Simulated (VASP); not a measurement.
# P (R-3m) in VASP: notebook

The runs below take P through single point, with r2SCAN+D3(BJ), r2SCAN+D4.

Everything below comes from runs of VASP 6.6.1. Logs are shortened: lines on timing, memory, paths and dates and some standing lists are left out, and cuts for length are marked.

## (1) The cell of the first run

The structure is trigonal, space group R-3m (No. 166). Conventional cell: a = 3.451 Å, b = 3.451 Å, c = 9.149 Å, α = 90.00°, β = 90.00°, γ = 120.00°. Within 3.0 Å of P (site symmetry 3m) lie 6 P at 2.29 to 2.76 Å.

## (2) Single point, r2SCAN+D3(BJ)

POSCAR

```
P
1.0
    1.7253322953      0.9961210652      3.0496014324
   -1.7253322953      0.9961210652      3.0496014324
    0.0000000000     -1.9922421303      3.0496014324
P
2
Direct
    0.7711485097      0.7711485097      0.7711485097
    0.2288514903      0.2288514903      0.2288514903
```

INCAR.step1

```
SYSTEM = P
  PREC = Accurate
  ENCUT = 520
  ISMEAR = -1
  SIGMA = 0.05
  LREAL = .False.
  LASPH = .True.
  NELM = 100
  NBANDS = 12
  GGA = PE
  ALGO = Normal
  EDIFF = 1E-4
  LWAVE = .True.
  LCHARG = .False.
```

INCAR.step2

```
SYSTEM = P
  PREC = Accurate
  ENCUT = 520
  EDIFF = 1E-6
  ISMEAR = -1
  SIGMA = 0.05
  LREAL = .False.
  LASPH = .True.
  NELM = 100
  ALGO = Normal
  ISIF = 2
  LWAVE = .False.
  LCHARG = .False.
  METAGGA = R2SCAN
  LMIXTAU = .True.
  IVDW = 12
  VDW_S6 = 1.0
  VDW_S8 = 0.78981345
  VDW_A1 = 0.49484001
  VDW_A2 = 5.73083694
  NBANDS = 12
  ISTART = 1
```

KPOINTS

```
regular mesh
0
Gamma
  9 9 9
  0 0 0
```

Potentials or basis: VASP PAW PBE potentials, release 64 (P).

Started as:

```
$ cat potpaw_PBE.64/P/POTCAR > POTCAR
$ cp INCAR.step1 INCAR
$ mpirun -np 1 vasp_std > vasp.out
$ cp INCAR.step2 INCAR
$ mpirun -np 1 vasp_std > vasp.out
```

OUTCAR:

```text
SYSTEM = P
   PREC = Accurate
   ENCUT = 520
   EDIFF = 1E-6
   ISMEAR = -1
   LREAL = .False.
   LASPH = .True.
   NELM = 100
   ISIF = 2
   METAGGA = R2SCAN
   IVDW = 12
   ISTART = 1
 IVDW          = 12

 ion  position               nearest neighbor table
   1  0.771  0.771  0.771-   2 2.29   2 2.29   2 2.29   2 2.76   2 2.76   2 2.76
   2  0.229  0.229  0.229-   1 2.29   1 2.29   1 2.29   1 2.76   1 2.76   1 2.76

  LATTYP: Found a trigonal (rhomboedric) cell.
 ALAT       =     3.6426772575
 COS(alpha) =     0.5513226870

  Lattice vectors:

 A1 = (   1.7253322953,   0.9961210652,   3.0496014324)
 A2 = (  -1.7253322953,   0.9961210652,   3.0496014324)
 A3 = (   0.0000000000,  -1.9922421303,   3.0496014324)

Analysis of symmetry for initial positions (statically):
=====================================================================
 Subroutine PRICEL returns:
 Original cell was already a primitive cell.

 Routine SETGRP: Setting up the symmetry group for a
 trigonal (rhombohedral) supercell.

 Subroutine GETGRP returns: Found 12 space group operations
 (whereof 12 operations were pure point group operations)
 out of a pool of 12 trial point group operations.

The static configuration has the point symmetry D_3d.

Analysis of symmetry for dynamics (positions and initial velocities):
=====================================================================
 Subroutine PRICEL returns:
 Original cell was already a primitive cell.

 Routine SETGRP: Setting up the symmetry group for a
 trigonal (rhombohedral) supercell.

 Subroutine GETGRP returns: Found 12 space group operations
 (whereof 12 operations were pure point group operations)
 out of a pool of 12 trial point group operations.

The dynamic configuration has the point symmetry D_3d.

 Subroutine INISYM returns: Found 12 space group operations
 (whereof 12 operations are pure point group operations),
 and found     1 'primitive' translations

----------------------------------------------------------------------------------------

                                     Primitive cell

  volume of cell :      31.4470

  direct lattice vectors                    reciprocal lattice vectors
     1.725332295  0.996121065  3.049601432     0.289799247  0.167315673  0.109303901
    -1.725332295  0.996121065  3.049601432    -0.289799247  0.167315673  0.109303901
     0.000000000 -1.992242130  3.049601432     0.000000000 -0.334631347  0.109303901

  length of vectors
     3.642677257  3.642677257  3.642677257     0.352030511  0.352030511  0.352030511

  position of ions in fractional coordinates (direct lattice)
     0.771148510  0.771148510  0.771148510
     0.228851490  0.228851490  0.228851490

  ion indices of the primitive-cell ions
   primitive index   ion index
                 1           1
                 2           2

----------------------------------------------------------------------------------------

 KPOINTS: regular mesh

Automatic generation of k-mesh.
 Grid dimensions read from file:
 generate k-points for:    9    9    9

 Generating k-lattice:

  Cartesian coordinates                     Fractional coordinates (reciprocal lattice)
     0.032199916  0.018590630  0.012144878     0.111111111  0.000000000  0.000000000
    -0.032199916  0.018590630  0.012144878     0.000000000  0.111111111  0.000000000
     0.000000000 -0.037181261  0.012144878     0.000000000  0.000000000  0.111111111

  Length of vectors
     0.039114501  0.039114501  0.039114501

  Shift w.r.t. Gamma in fractional coordinates (k-lattice)
     0.000000000  0.000000000  0.000000000

 Subroutine IBZKPT returns following result:
 ===========================================

 Found     85 irreducible k-points:

 Following reciprocal coordinates:
            Coordinates               Weight
  0.000000  0.000000  0.000000      1.000000
  0.111111 -0.000000  0.000000      6.000000
  0.222222  0.000000  0.000000      6.000000
  0.333333 -0.000000  0.000000      6.000000
  0.444444  0.000000  0.000000      6.000000
  0.111111  0.111111  0.000000      6.000000
[... 16 lines left out ...]
 -0.333333  0.333333  0.000000      6.000000
  0.444444  0.444444  0.000000      6.000000
 [... further k-points ...]
   k-points           NKPTS =     85   k-points in BZ     NKDIM =     85   number of bands    NBANDS=     12
   number of dos      NEDOS =    301   number of ions     NIONS =      2
   total plane-waves  NPLWV =  21952
   dimension x,y,z NGX =    28 NGY =   28 NGZ =   28
   dimension x,y,z NGXF=    56 NGYF=   56 NGZF=   56
   ions per type =               2
   NGX,Y,Z   is equivalent  to a cutoff of  12.78, 12.78, 12.78 a.u.
   NGXF,Y,Z  is equivalent  to a cutoff of  25.56, 25.56, 25.56 a.u.
 SYSTEM =  P
   PREC   = accura    normal or accurate (medium, high low for compatibility)
   ISTART =      1    job   : 0-new  1-cont  2-samecut
   ICHARG =      0    charge: 1-file 2-atom 10-const
   ISPIN  =      1    spin polarized calculation?
   LNONCOLLINEAR =      F non collinear calculations
   LSORBIT =      F    spin-orbit coupling
   LASPH  =      T    aspherical Exc in radial PAW
   ENCUT  =  520.0 eV  38.22 Ry    6.18 a.u.   6.77  6.77  6.77*2*pi/ulx,y,z
   NELM   =    100;   NELMIN=  2; NELMDL=  0     # of ELM steps
   EDIFF  = 0.1E-05   stopping-criterion for ELM
   LREAL  =      F    real-space projection
   EDIFFG = 0.1E-04   stopping-criterion for IOM
   NSW    =      0    number of steps for IOM
   IBRION =     -1    ionic relax: 0-MD 1-quasi-New 2-CG
   NFREE  =      0    steps in history (QN), initial steepest desc. (CG)
   ISIF   =      2    stress and relaxation
   ISYM   =      2    0-nonsym 1-usesym 2-fastsym
   POTIM  = 0.5000    time-step for ionic-motion
   TEBEG  =    0.0;   TEEND  =   0.0 temperature during run
   PSTRESS=    0.0 pullay stress
   NELECT =      10.0000    total number of electrons
   NUPDOWN=      -1.0000    fix difference up-down
   EMIN   =  10.00;   EMAX   =-10.00  energy-range for DOS
   EFERMI =   0.00;   METHOD = LEGACY
   ISMEAR =    -1;   SIGMA  =   0.05  broadening in eV -4-tet -1-fermi 0-gaus
   EFERMI_NEDOS =   21; number of points for ismear=-14 and -15
   IALGO  =     38    algorithm
   IMIX   =      4    mixing-type and parameters
     AMIX     =   0.40;   BMIX     =  1.00
     AMIX_MAG =   1.60;   BMIX_MAG =  1.00
  volume/ion in A,a.u.               =      15.72       106.11
  Fermi-wavevector in a.u.,A,eV,Ry     =   1.117417  2.111611 16.988503  1.248620
  Thomas-Fermi vector in A             =   2.254039
   LORBIT       =      0    0 simple, 1 ext, 2 COOP (PROOUT), +10 PAW based schemes
   METAGGA = R2SCAN    functional components
   LHFCALC =     F    Hartree Fock is set to
   AEXX    =    0.0000 exact exchange contribution
   IVDW    =    12    specifies the selected vdW correction
   LEPSILON=     F    determine dielectric tensor
   LRPA    =     F    only Hartree local field effects (RPA)
 non-spin polarized calculation
  energy-cutoff  :      520.00
  volume of cell :       31.45
 maximum number of plane-waves:       862
   NGX = 13   NGY = 13   NGZ = 13

 number of electron      10.0000000 magnetization

 Free energy of the ion-electron system (eV)
  ---------------------------------------------------
  ext. energy  EPLUGINS =         0.00000000
  ---------------------------------------------------
  free energy    TOTEN  =       -17.77593828 eV

  energy without entropy =      -17.77321109  energy(sigma->0) =      -17.77457469

 E-fermi :   9.4683     XC(G=0): -11.4322

 val. band max:        9.4488872882   @ k =   0.4444   0.0000   0.0000
 cond. band min:       9.5475167898   @ k =  -0.3333   0.1111  -0.0000
 fundamental gap:      0.0986295016
 Fermi energy:         9.4683325645

 k-point     1 :       0.0000    0.0000    0.0000
  band No.  band energies     occupation
      1      -8.2358      2.00000
      2       6.0217      2.00000
      3       6.0850      2.00000
      4       6.1190      2.00000
      5       6.1190      2.00000
      6      11.0254      0.00000
      7      12.2982      0.00000
      8      12.2982      0.00000
      9      15.3161      0.00000
     10      15.3161      0.00000
     11      16.6493      0.00000
     12      16.6567      0.00000

 k-point     2 :       0.1111   -0.0000    0.0000
  band No.  band energies     occupation
      1      -8.0232      2.00000
      2       3.9912      2.00000
      3       5.9368      2.00000
      4       5.9834      2.00000
      5       7.4295      2.00000
      6      11.4065      0.00000
      7      12.1244      0.00000
      8      12.3082      0.00000
      9      14.2750      0.00000
     10      14.6853      0.00000
     11      15.5418      0.00000
     12      18.3910      0.00000

 k-point     3 :       0.2222    0.0000    0.0000
  band No.  band energies     occupation
      1      -7.3894      2.00000
      2       1.5703      2.00000
      3       5.6966      2.00000
      4       5.7884      2.00000
      5       8.1135      2.00000
      6      11.0017      0.00000
      7      11.1862      0.00000
      8      11.6288      0.00000
      9      14.9521      0.00000
     10      15.5517      0.00000
     11      15.5735      0.00000
     12      21.1284      0.00000
[... 286 lines left out ...]
 k-point    23 :      -0.3333    0.3333    0.0000
  band No.  band energies     occupation
      1      -3.3748      2.00000
      2      -2.9011      2.00000
      3       1.1357      2.00000
      4       4.7117      2.00000
      5       5.4035      2.00000
      6      11.8380      0.00000
      7      13.2143      0.00000
      8      15.3008      0.00000
      9      16.3363      0.00000
     10      17.3203      0.00000
     11      19.6652      0.00000
     12      23.2195      0.00000

 k-point    24 :       0.4444    0.4444    0.0000
  band No.  band energies     occupation
      1      -4.5430      2.00000
      2      -0.8539      2.00000
      3       2.1100      2.00000
      4       3.4503      2.00000
      5       3.6064      2.00000
      6       9.6365      0.06696
      7      15.9920      0.00000
      8      17.2118      0.00000
      9      18.1456      0.00000
     10      18.5522      0.00000
     11      22.9563      0.00000
     12      23.1683      0.00000

 [... further k-points ...]

------------------------ aborting loop because EDIFF is reached ----------------------------------------

 Edisp (eV)   -0.41972

 E8    (eV) :    -0.1193

  FORCE on cell =-STRESS in cart. coord.  units (eV):
  Direction    XX          YY          ZZ          XY          YZ          ZX
  --------------------------------------------------------------------------------------
  -------------------------------------------------------------------------------------
  Total      -0.22882    -0.22882    -0.18763    -0.00000    -0.00000     0.00000
  in kB     -11.65789   -11.65789    -9.55936    -0.00000    -0.00000     0.00000
  external pressure =      -10.96 kB  Pullay stress =        0.00 kB

 VOLUME and BASIS-vectors are now :
 -----------------------------------------------------------------------------
  energy-cutoff  :      520.00
  volume of cell :       31.45
      direct lattice vectors                 reciprocal lattice vectors
     1.725332295  0.996121065  3.049601432     0.289799247  0.167315673  0.109303901
    -1.725332295  0.996121065  3.049601432    -0.289799247  0.167315673  0.109303901
     0.000000000 -1.992242130  3.049601432     0.000000000 -0.334631347  0.109303901

 POSITION                                       TOTAL-FORCE (eV/Angst)
 -----------------------------------------------------------------------------------
      0.00000      0.00000      7.05509         0.000000      0.000000      0.080089
      0.00000      0.00000      2.09372         0.000000     -0.000000     -0.080089
 -----------------------------------------------------------------------------------
    total drift:                               -0.000000     -0.000000      0.000000

  FREE ENERGIE OF THE ION-ELECTRON SYSTEM (eV)
  ---------------------------------------------------
  free  energy   TOTEN  =       -18.1956563627 eV

  energy  without entropy=      -18.1929291680  energy(sigma->0) =      -18.19429277
```

Run time: 1.8 min. Hardware: 1 thread of Intel Xeon Platinum 8488C (Sapphire Rapids), shared host; peak memory 0.17 GiB.

What came out:

| Quantity | Value |
| --- | --- |
| Free energy | -18.1957 eV |
| Pressure | -1.1 GPa |
| Largest force | 0.080 eV/Å |
| Band gap on the k mesh | zero (band 5 reaches 9.76 eV, above the bottom of band 6 at 9.01 eV) |
| Dispersion energy per atom | -0.210 eV |

Forces on the atoms (eV/Å):
```
P    0.000  0.000  0.080
P    0.000  0.000 -0.080
```

Caveat: three body term missing; the PAW data sets were made with another functional, which shifts forces and pressure a little; pairwise dispersion overbinds metals, which lowers pressure and volume.

(Continued in part 2 of 2.)
